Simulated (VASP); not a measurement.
# Cu in VASP: settings compared, part 2 of 2

VASP 6.6.1. The steps go on from the part before.

## 4. Single point, LDA (the cell strained at random)

The input, INCAR:

```
SYSTEM = Cu
  PREC = Accurate
  ENCUT = 520
  EDIFF = 1E-6
  ISMEAR = 1
  SIGMA = 0.2
  LREAL = .FALSE.
  LASPH = .TRUE.
  NELM = 100
  ALGO = Normal
  ISIF = 2
  LWAVE = .FALSE.
  LCHARG = .FALSE.
  GGA = CA
  NBANDS = 12
```

The input, KPOINTS:

```
regular mesh
0
G
  13 13 13
  0 0 0
```

The input, POSCAR:

```
Cu
1.0
    2.4330683800      0.0000000000      0.0000000000
   -0.7211476517      2.3497415139      0.0000000000
   -0.7179116391     -1.2485755556      2.0041861375
Cu
1
Direct
    0.0000000000      0.5000000000      0.5000000000
```

Potentials or basis: VASP PAW LDA potentials, release 64 (Cu).

Command:

```bash
cat potpaw_LDA.64/Cu/POTCAR > POTCAR
mpirun -np 1 vasp_std > vasp.out
```

OUTCAR:

```text
SYSTEM = Cu
   PREC = Accurate
   ENCUT = 520
   EDIFF = 1E-6
   ISMEAR = 1
   LREAL = .FALSE.
   LASPH = .TRUE.
   NELM = 100
   ISIF = 2
   GGA = CA

 ion  position               nearest neighbor table
   1  0.000  0.500  0.500-

  LATTYP: Found a triclinic cell.
 ALAT       =     2.4579135700
 B/A-ratio  =     1.6757373541
 C/A-ratio  =     0.9898917560
 COS(alpha) =     0.0007856654
 COS(beta)  =     0.2933982954
 COS(gamma) =     0.8354110278

  Lattice vectors:

 A1 = (  -0.7211476517,   2.3497415139,   0.0000000000)
 A2 = (  -0.0032360126,   3.5983170695,  -2.0041861375)
 A3 = (  -2.4330683800,   0.0000000000,   0.0000000000)

Analysis of symmetry for initial positions (statically):
=====================================================================
 Subroutine PRICEL returns:
 Original cell was already a primitive cell.

 Routine SETGRP: Setting up the symmetry group for a
 triclinic supercell.

 Subroutine GETGRP returns: Found  2 space group operations
 (whereof  2 operations were pure point group operations)
 out of a pool of  2 trial point group operations.

The static configuration has the point symmetry S_2 .

Analysis of symmetry for dynamics (positions and initial velocities):
=====================================================================
 Subroutine PRICEL returns:
 Original cell was already a primitive cell.

 Routine SETGRP: Setting up the symmetry group for a
 triclinic supercell.

 Subroutine GETGRP returns: Found  2 space group operations
 (whereof  2 operations were pure point group operations)
 out of a pool of  2 trial point group operations.

The dynamic configuration has the point symmetry S_2 .

 Subroutine INISYM returns: Found  2 space group operations
 (whereof  2 operations are pure point group operations),
 and found     1 'primitive' translations

----------------------------------------------------------------------------------------

                                     Primitive cell

  volume of cell :      11.4581

  direct lattice vectors                    reciprocal lattice vectors
     2.433068380  0.000000000  0.000000000     0.411003656  0.126139118  0.225806635
    -0.721147652  2.349741514  0.000000000     0.000000000  0.425578726  0.265128665
    -0.717911639 -1.248575556  2.004186138     0.000000000  0.000000000  0.498955652

  length of vectors
     2.433068380  2.457913570  2.468015420     0.485616844  0.501408477  0.498955652

  position of ions in fractional coordinates (direct lattice)
     0.000000000  0.500000000  0.500000000

  ion indices of the primitive-cell ions
   primitive index   ion index
                 1           1

----------------------------------------------------------------------------------------

 KPOINTS: regular mesh

Automatic generation of k-mesh.
 Grid dimensions read from file:
 generate k-points for:   13   13   13

 Generating k-lattice:

  Cartesian coordinates                     Fractional coordinates (reciprocal lattice)
     0.031615666  0.009703009  0.017369741     0.076923077  0.000000000  0.000000000
     0.000000000  0.032736825  0.020394513     0.000000000  0.076923077 -0.000000000
     0.000000000  0.000000000  0.038381204     0.000000000  0.000000000  0.076923077

  Length of vectors
     0.037355142  0.038569883  0.038381204

  Shift w.r.t. Gamma in fractional coordinates (k-lattice)
     0.000000000  0.000000000  0.000000000

 Subroutine IBZKPT returns following result:
 ===========================================

 Found   1099 irreducible k-points:

 Following reciprocal coordinates:
            Coordinates               Weight
  0.000000  0.000000  0.000000      1.000000
  0.076923  0.000000  0.000000      2.000000
  0.153846  0.000000  0.000000      2.000000
  0.230769  0.000000  0.000000      2.000000
  0.307692  0.000000  0.000000      2.000000
  0.384615  0.000000  0.000000      2.000000
[... 16 lines left out ...]
  0.153846  0.153846  0.000000      2.000000
  0.230769  0.153846  0.000000      2.000000
 [... further k-points ...]
   k-points           NKPTS =   1099   k-points in BZ     NKDIM =   1099   number of bands    NBANDS=     12
   number of dos      NEDOS =    301   number of ions     NIONS =      1
   total plane-waves  NPLWV =   5832
   dimension x,y,z NGX =    18 NGY =   18 NGZ =   18
   dimension x,y,z NGXF=    36 NGYF=   36 NGZF=   36
   ions per type =               1
   NGX,Y,Z   is equivalent  to a cutoff of  12.30, 12.17, 12.12 a.u.
   NGXF,Y,Z  is equivalent  to a cutoff of  24.60, 24.35, 24.25 a.u.
 SYSTEM =  Cu
   PREC   = accura    normal or accurate (medium, high low for compatibility)
   ISTART =      0    job   : 0-new  1-cont  2-samecut
   ICHARG =      2    charge: 1-file 2-atom 10-const
   ISPIN  =      1    spin polarized calculation?
   LNONCOLLINEAR =      F non collinear calculations
   LSORBIT =      F    spin-orbit coupling
   LASPH  =      T    aspherical Exc in radial PAW
   ENCUT  =  520.0 eV  38.22 Ry    6.18 a.u.   4.52  4.57  4.59*2*pi/ulx,y,z
   NELM   =    100;   NELMIN=  2; NELMDL= -5     # of ELM steps
   EDIFF  = 0.1E-05   stopping-criterion for ELM
   LREAL  =      F    real-space projection
[... 7 lines left out ...]
   TEBEG  =    0.0;   TEEND  =   0.0 temperature during run
   PSTRESS=    0.0 pullay stress
   NELECT =      11.0000    total number of electrons
   NUPDOWN=      -1.0000    fix difference up-down
   EMIN   =  10.00;   EMAX   =-10.00  energy-range for DOS
   EFERMI =   0.00;   METHOD = LEGACY
   ISMEAR =     1;   SIGMA  =   0.20  broadening in eV -4-tet -1-fermi 0-gaus
   EFERMI_NEDOS =   21; number of points for ismear=-14 and -15
   IALGO  =     38    algorithm
   IMIX   =      4    mixing-type and parameters
     AMIX     =   0.40;   BMIX     =  1.00
     AMIX_MAG =   1.60;   BMIX_MAG =  1.00
  volume/ion in A,a.u.               =      11.46        77.32
  Fermi-wavevector in a.u.,A,eV,Ry     =   1.614984  3.051877 35.486355  2.608174
  Thomas-Fermi vector in A             =   2.709805
   LORBIT       =      0    0 simple, 1 ext, 2 COOP (PROOUT), +10 PAW based schemes
   GGA     = CA    functional components
   LHFCALC =     F    Hartree Fock is set to
   AEXX    =    0.0000 exact exchange contribution
   IVDW    =     0    specifies the selected vdW correction
   LEPSILON=     F    determine dielectric tensor
   LRPA    =     F    only Hartree local field effects (RPA)
 non-spin polarized calculation
 Methfessel and Paxton  Order N= 1 SIGMA  =   0.20
  energy-cutoff  :      520.00
  volume of cell :       11.46
 maximum number of plane-waves:       322
 NGX is ok and might be reduce to    18
   NGX =  9   NGY =  9   NGZ =  9

 number of electron      11.0000008 magnetization

 Free energy of the ion-electron system (eV)
  ---------------------------------------------------
  ext. energy  EPLUGINS =         0.00000000
  ---------------------------------------------------
  free energy    TOTEN  =        -4.65975994 eV

  energy without entropy =       -4.65916545  energy(sigma->0) =       -4.65956178

 E-fermi :   7.6446     XC(G=0): -13.2795

 val. band max:        7.6425865177   @ k =   0.4615  -0.2308   0.0769
 cond. band min:       7.6476507267   @ k =  -0.2308  -0.3846   0.3077
 fundamental gap:      0.0050642090
 Fermi energy:         7.6446450138

 k-point     1 :       0.0000    0.0000    0.0000
  band No.  band energies     occupation
      1      -1.8507      2.00000
      2       4.2642      2.00000
      3       4.6033      2.00000
      4       4.6349      2.00000
      5       5.3708      2.00000
      6       5.7120      2.00000
      7      32.2035      0.00000
      8      32.2629      0.00000
      9      34.2573      0.00000
     10      36.2396      0.00000
     11      36.3495      0.00000
     12      36.4004      0.00000
[... 331 lines left out ...]
 k-point    24 :       0.2308    0.1538    0.0000
  band No.  band energies     occupation
      1       1.7481      2.00000
      2       4.0489      2.00000
      3       4.1958      2.00000
      4       5.2460      2.00000
      5       5.6547      2.00000
      6       6.2352      2.00000
      7      18.4767      0.00000
      8      22.6406      0.00000
      9      27.1870      0.00000
     10      32.9923      0.00000
     11      35.9234      0.00000
     12      40.0561      0.00000

 [... further k-points ...]

------------------------ aborting loop because EDIFF is reached ----------------------------------------

  FORCE on cell =-STRESS in cart. coord.  units (eV):
  Direction    XX          YY          ZZ          XY          YZ          ZX
  --------------------------------------------------------------------------------------
  -------------------------------------------------------------------------------------
  Total       -0.2935830     -0.5091611     -0.6285954     -0.0653996     -0.0557114     -0.0587941
  in kB      -41.0514935    -71.1956265    -87.8960420     -9.1447803     -7.7900853     -8.2211388
  external PRESSURE =     -66.7143873 kB  Pullay stress =       0.0000000 kB

 VOLUME and BASIS-vectors are now :
 -----------------------------------------------------------------------------
  energy-cutoff  :      520.00
  volume of cell :       11.46
      direct lattice vectors                 reciprocal lattice vectors
     2.433068380  0.000000000  0.000000000     0.411003656  0.126139118  0.225806635
    -0.721147652  2.349741514  0.000000000     0.000000000  0.425578726  0.265128665
    -0.717911639 -1.248575556  2.004186138     0.000000000  0.000000000  0.498955652

 POSITION                                       TOTAL-FORCE (eV/Angst)
 -----------------------------------------------------------------------------------
     -0.71953      0.55058      1.00209         0.000000      0.000000      0.000000
 -----------------------------------------------------------------------------------
    total drift:                               -0.000000      0.000000      0.000000

  FREE ENERGIE OF THE ION-ELECTRON SYSTEM (eV)
  ---------------------------------------------------
  free  energy   TOTEN  =        -4.6597599361 eV

  energy  without entropy=       -4.6591654534  energy(sigma->0) =       -4.65956178
```

OSZICAR:

```text
N       E                     dE             d eps       ncg     rms          rms(c)
DAV:   1     0.412867249637E+02    0.41287E+02   -0.52473E+03 28304   0.157E+03
DAV:   2    -0.437717943604E+01   -0.45664E+02   -0.42249E+02 27200   0.207E+02
DAV:   3    -0.563643506983E+01   -0.12593E+01   -0.12495E+01 30284   0.388E+01
DAV:   4    -0.564397039800E+01   -0.75353E-02   -0.75342E-02 29640   0.268E+00
DAV:   5    -0.564404434120E+01   -0.73943E-04   -0.73942E-04 30584   0.268E-01    0.789E+00
DAV:   6    -0.506031135621E+01    0.58373E+00   -0.14920E+01 30768   0.760E+01    0.396E+00
DAV:   7    -0.467572922426E+01    0.38458E+00   -0.23515E+00 31008   0.303E+01    0.590E-01
DAV:   8    -0.466137164957E+01    0.14358E-01   -0.59828E-03 30444   0.112E+00    0.292E-01
DAV:   9    -0.465974814823E+01    0.16235E-02   -0.79507E-03 32084   0.153E+00    0.171E-02
DAV:  10    -0.465975785363E+01   -0.97054E-05   -0.36567E-05 37720   0.958E-02    0.450E-03
DAV:  11    -0.465975993708E+01   -0.20835E-05   -0.69729E-07 20720   0.988E-03    0.614E-04
DAV:  12    -0.465975993613E+01    0.95633E-09   -0.72936E-08 14500   0.390E-03
   1 F= -.46597599E+01 E0= -.46595618E+01  d E =-.594483E-03
```

Run time: 41 s. Hardware: 1 thread of Intel Xeon 6975P-C (Granite Rapids), shared host; peak memory 0.24 GiB.

What came out:

| Item | Value |
| --- | --- |
| Free energy | -4.6598 eV |
| Pressure | -6.7 GPa |
| Band gap on the k mesh | zero (an odd number of electrons rules out a gap without spin polarisation) |

Stress tensor (GPa, compression positive):
```
-4.11 -0.91 -0.82
-0.91 -7.12 -0.78
-0.82 -0.78 -8.79
```

Caveat: the cell differs from its parent crystal (the cell strained at random); the cell stands under tension.

## 5. Single point, HF

This run uses another cell than the first one, of 15.72 Å³/atom.

The input, POSCAR:

```
Cu
1.0
   -1.6349492445      1.6349492445      1.4698078249
    1.6349492445     -1.6349492445      1.4698078249
    1.6349492445      1.6349492445     -1.4698078249
Cu
1
Direct
    0.0000000000      0.0000000000      0.0000000000
```

The input, INCAR.step1:

```
PREC = Accurate
ENCUT = 520
EDIFF = 1E-5
ISMEAR = -1
SIGMA = 0.05
LREAL = F
LASPH = T
NELM = 60
ALGO = Normal
ISIF = 2
LWAVE = T
LCHARG = F
GGA = PE
NBANDS = 12
```

The input, INCAR.step2:

```
PREC = Accurate
ENCUT = 520
EDIFF = 1E-7
ISMEAR = -1
SIGMA = 0.05
LREAL = F
LASPH = T
NELM = 60
ALGO = Normal
ISIF = 2
LWAVE = F
LCHARG = F
GGA = PE
LHFCALC = T
AEXX = 1.0
ALDAC = 0.0
AGGAC = 0.0
PRECFOCK = Normal
ISTART = 1
NBANDS = 12
```

The input, KPOINTS:

```
Automatic mesh
0
Gamma
  7 7 7
```

Potentials or basis: VASP PAW PBE potentials, release 64 (Cu).

Command:

```bash
cat potpaw_PBE.64/Cu/POTCAR > POTCAR
cp INCAR.step1 INCAR
mpirun -np 1 vasp_std > vasp.out
cp INCAR.step2 INCAR
mpirun -np 1 vasp_std > vasp.out
```

OUTCAR:

```text
PREC = Accurate
   ENCUT = 520
   EDIFF = 1E-7
   ISMEAR = -1
   LREAL = F
   LASPH = T
   NELM = 60
   ISIF = 2
   GGA = PE
   LHFCALC = T
   AEXX = 1.0
   PRECFOCK = Normal
   ISTART = 1

 ion  position               nearest neighbor table
   1  0.000  0.000  0.000-

  LATTYP: Found a body centered tetragonal cell.
 ALAT       =     3.2698984890
 C/A-ratio  =     0.8989929381

  Lattice vectors:

 A1 = (  -1.6349492445,   1.6349492445,   1.4698078249)
 A2 = (   1.6349492445,  -1.6349492445,   1.4698078249)
 A3 = (   1.6349492445,   1.6349492445,  -1.4698078249)

Analysis of symmetry for initial positions (statically):
=====================================================================
 Subroutine PRICEL returns:
 Original cell was already a primitive cell.

 Routine SETGRP: Setting up the symmetry group for a
 body centered tetragonal supercell.

 Subroutine GETGRP returns: Found 16 space group operations
 (whereof 16 operations were pure point group operations)
 out of a pool of 16 trial point group operations.

The static configuration has the point symmetry D_4h.

Analysis of symmetry for dynamics (positions and initial velocities):
=====================================================================
 Subroutine PRICEL returns:
 Original cell was already a primitive cell.

 Routine SETGRP: Setting up the symmetry group for a
 body centered tetragonal supercell.

 Subroutine GETGRP returns: Found 16 space group operations
 (whereof 16 operations were pure point group operations)
 out of a pool of 16 trial point group operations.

The dynamic configuration has the point symmetry D_4h.

 Subroutine INISYM returns: Found 16 space group operations
 (whereof 16 operations are pure point group operations),
 and found     1 'primitive' translations

----------------------------------------------------------------------------------------
[... 124 lines left out ...]
   HFSCREEN=    0.0000 screening length (either q_TF or 0.3 A-1)
   HFSCREENC=   0.0000 screening length for correlation (either q_TF or 0.3 A-1)
   ENCUTFOCK=  -1.0 apply spherical cutoff to Coloumb kernel
   IVDW    =     0    specifies the selected vdW correction
   LEPSILON=     F    determine dielectric tensor
   LRPA    =     F    only Hartree local field effects (RPA)
 non-spin polarized calculation
  energy-cutoff  :      520.00
  volume of cell :       15.72
 maximum number of plane-waves:       434
  NGX = 16; NGY = 16; NGZ = 16

 number of electron      11.0000024 magnetization

 Free energy of the ion-electron system (eV)
  ---------------------------------------------------
  ext. energy  EPLUGINS =         0.00000000
  ---------------------------------------------------
  free energy    TOTEN  =        -3.92124985 eV

  energy without entropy =       -3.91965145  energy(sigma->0) =       -3.92045065

 E-fermi :   5.0934     XC(G=0):   0.0000

 val. band max:        5.0808049553   @ k =  -0.4286   0.4286   0.1429
 cond. band min:       6.8733916730   @ k =  -0.1429   0.4286   0.1429
 fundamental gap:      1.7925867178
 Fermi energy:         5.0933706766

 k-point     1 :       0.0000    0.0000    0.0000
  band No.  band energies     occupation
      1      -6.7688      2.00000
      2      -5.1642      2.00000
      3      -4.8742      2.00000
      4      -4.8742      2.00000
      5      -4.4541      2.00000
      6      -4.1872      2.00000
      7      32.0779      0.00000
      8      32.0779      0.00000
      9      34.9846      0.00000
     10      35.8173      0.00000
     11      36.0920      0.00000
     12      36.0943      0.00000
[... 331 lines left out ...]
 k-point    24 :      -0.4286    0.4286    0.1429
  band No.  band energies     occupation
      1      -5.6485      2.00000
      2      -4.9596      2.00000
      3      -4.7739      2.00000
      4      -4.4685      2.00000
      5      -3.5885      2.00000
      6       5.0808      1.12500
      7      13.7322      0.00000
      8      25.8592      0.00000
      9      27.4492      0.00000
     10      31.7682      0.00000
     11      35.4175      0.00000
     12      35.5927      0.00000

 [... further k-points ...]

------------------------ aborting loop because EDIFF is reached ----------------------------------------

  FORCE on cell =-STRESS in cart. coord.  units (eV):
  Direction    XX          YY          ZZ          XY          YZ          ZX
  --------------------------------------------------------------------------------------
  -------------------------------------------------------------------------------------
  Total       -0.0056339     -0.0056339     -0.2855963      0.0000000     -0.0000000     -0.0000000
  in kB       -0.5743716     -0.5743716    -29.1161566      0.0000000     -0.0000000     -0.0000000
  external PRESSURE =     -10.0883000 kB  Pullay stress =       0.0000000 kB

 VOLUME and BASIS-vectors are now :
 -----------------------------------------------------------------------------
  energy-cutoff  :      520.00
  volume of cell :       15.72
      direct lattice vectors                 reciprocal lattice vectors
    -1.634949245  1.634949245  1.469807825     0.000000000  0.305819891  0.340180527
     1.634949245 -1.634949245  1.469807825     0.305819891  0.000000000  0.340180527
     1.634949245  1.634949245 -1.469807825     0.305819891  0.305819891  0.000000000

 POSITION                                       TOTAL-FORCE (eV/Angst)
 -----------------------------------------------------------------------------------
      0.00000      0.00000      0.00000         0.000000      0.000000      0.000000
 -----------------------------------------------------------------------------------
    total drift:                                0.000000     -0.000000     -0.000000

  FREE ENERGIE OF THE ION-ELECTRON SYSTEM (eV)
  ---------------------------------------------------
  free  energy   TOTEN  =        -3.9212498477 eV

  energy  without entropy=       -3.9196514472  energy(sigma->0) =       -3.92045065
```

It took 53 min on 1 thread of Intel Xeon 8259CL, shared host; peak memory 0.14 GiB.

What came out:

```yaml
Free_energy: -3.9212 eV
Pressure: -1.0 GPa
Band_gap_on_the_k_mesh: zero (an odd number of electrons rules out a gap without spin polarisation)
```

Stress tensor (GPa, compression positive):
```
-0.06  0.00  0.00
 0.00 -0.06  0.00
 0.00  0.00 -2.91
```

Caveat: the k points lie up to 0.41 Å⁻¹ apart, too coarse for converged energies and pressures of a metal; the PAW data sets were made with another functional, which shifts forces and pressure a little.

## 6. The runs side by side

```tsv
level	potentials or basis	cell	k mesh	cutoff (eV)	smearing	grid for exact exchange (PRECFOCK)	share of exact exchange	gap on the mesh (eV)	pressure (GPa)
PBEsol	VASP PAW PBE potentials, release 64 (Cu)	a = 2.466 Å, angles 106.7, 106.7, 115.2°, 1 atom	13 × 13 × 13	600	fermi-dirac 0.05 eV	-	-	none	-0.2
PBEsol	VASP PAW PBE potentials, release 64 (Cu)	a = 2.463 Å, angles 107.4, 107.4, 113.6°, 1 atom	13 × 13 × 13	600	fermi-dirac 0.05 eV	-	-	none	-0.4
LDA	VASP PAW LDA potentials, release 64 (Cu)	a = 2.433, b = 2.458, c = 2.468 Å, angles 113.5, 106.9, 107.1°, 1 atom	13 × 13 × 13	520	methfessel-paxton 0.2 eV	-	-	none	-6.7
HF	VASP PAW PBE potentials, release 64 (Cu)	a = 2.740 Å, angles 106.7, 106.7, 115.1°, 1 atom	7 × 7 × 7	520	fermi-dirac 0.05 eV	Normal	1	none	-1.0
```

Alike in all rows: task single point; no spin polarisation.

Caveats: some runs use coarse meshes; the PAW data sets were made with another functional, which shifts forces and pressure a little (at least some runs); the cell stands under tension (at least some runs).

Total energies depend on the potentials used, so only differences within one code and one set of settings carry meaning.
